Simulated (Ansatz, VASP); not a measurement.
# One calculation of SiC2, two programs

```xyz
6
Lattice="2.8444 0.0000 0.0000 -1.4222 2.4633 0.0000 0.0000 0.0000 7.6302" Properties=species:S:1:pos:R:3 pbc="T T T"
Si    0.0000    1.6422    2.6654
Si    1.4222    0.8211    4.9648
C     0.0000    1.6422    5.8459
C     0.0000    1.6422   -0.2901
C     1.4222    0.8211    7.9202
C     1.4222    0.8211    1.7843
```

Alike in both runs: functional PBE; k mesh 6 × 6 × 2; occupations gaussian, width 0.1 eV; no spin polarisation.

Ansatz relaxed the structure, and its values are those at the end. VASP's run is a single point on that final structure, the one shown.

|  | VASP | Ansatz |
| --- | --- | --- |
| version | VASP 6.6.1 | Ansatz 0.2.0 |
| potentials or method | VASP PAW PBE potentials, release 64 (Si, C), cutoff 520 eV | scalar-relativistic, plane waves, PAW |
| valence electrons in the cell | 24 | 24 |

|  | VASP | Ansatz | Ansatz less VASP |
| --- | --- | --- | --- |
| gap on the k mesh at the Fermi level (eV) | none | none | - |
| pressure (GPa) | 0.2 | 0.1 | -0.12 |
| rms of the force components (eV/Å) | 0.022 | 0.004 | -0.0186 |

A gap of «none» marks a metal or a gap that the smearing closes. With one functional, cell and mesh, what is left measures potentials, basis and numerics.

The k mesh is coarse, so the values compare programs but aren't converged.
